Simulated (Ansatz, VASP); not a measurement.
## Tl: VASP beside Ansatz

```
CELL_PARAMETERS angstrom
3.40140 0.00000 0.00000
-1.70070 2.94570 0.00000
0.00000 0.00000 5.44300
ATOMIC_POSITIONS crystal
Tl 0.33333 0.66667 0.25000
Tl 0.66667 0.33333 0.75000
```

Alike in both runs: task single point; functional LDA; k mesh 11 × 11 × 6; no spin polarisation.

|  | VASP | Ansatz |
| --- | --- | --- |
| version | VASP 6.6.1 | Ansatz 0.2.0 |
| potentials or method | VASP PAW LDA potentials, release 64 (Tl_d), cutoff 520 eV | plane waves (420 eV) with PAW, scalar-relativistic |
| occupations | methfessel-paxton of order 1, width 0.01 eV | cold, width 0.01 eV |
| valence electrons in the cell | 26 | 26 |

Ansatz gave:

| Item | Value |
| --- | --- |
| pressure (GPa) | -0.1 |
| traceless stress, the component that is largest in VASP (GPa) | 0.67 |

Question: Estimate VASP's values.

Answer: Pressure (GPa): 0.1; traceless stress, the component that is largest in VASP (GPa): 0.68.

Ansatz warns that its potentials were made for another functional, while VASP's fit it. LDA's correlation is that of Perdew and Zunger in VASP and of Perdew and Wang (1992) in Ansatz.

Neither program's run includes spin-orbit coupling.
